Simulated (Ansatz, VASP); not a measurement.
Two plane-wave programs on Be2NiH

```
Be Ni H
1.0
     2.90194    0.00000    0.00000
     0.00000    2.90194    0.00000
     0.00000    0.00000    4.26962
Be Ni H
2 1 1
Direct
  0.00000 0.00000 0.50000
  0.50000 0.50000 0.00000
  0.00000 0.00000 0.00000
  0.50000 0.50000 0.50000
```

Change from the starting cell: species swapped into the LiGdSe2 type (P4/mmm, No. 123).

Alike in both runs: functional PBE; k mesh 16 × 16 × 12; occupations gaussian, width 0.1 eV; no spin polarisation.

Ansatz relaxed the structure, and its values are those at the end. VASP's run is a single point on that final structure, the one shown.

|  | VASP | Ansatz |
| --- | --- | --- |
| version | VASP 6.6.1 | Ansatz 0.2.0 |
| potentials or method | VASP PAW PBE potentials, release 64 (Be, Ni, H), cutoff 520 eV | scalar-relativistic, plane waves, PAW |
| valence electrons in the cell | 15 | 23 |

|  | VASP | Ansatz | Ansatz less VASP |
| --- | --- | --- | --- |
| gap on the k mesh at the Fermi level (eV) | none | none | - |
| pressure (GPa) | -0.1 | 0.0 | +0.12 |

A gap of «none» marks a metal or a gap that the smearing closes. VASP's potentials hold 15 valence electrons a cell and Ansatz's 23, so a difference there can come from the potentials and not from the codes.
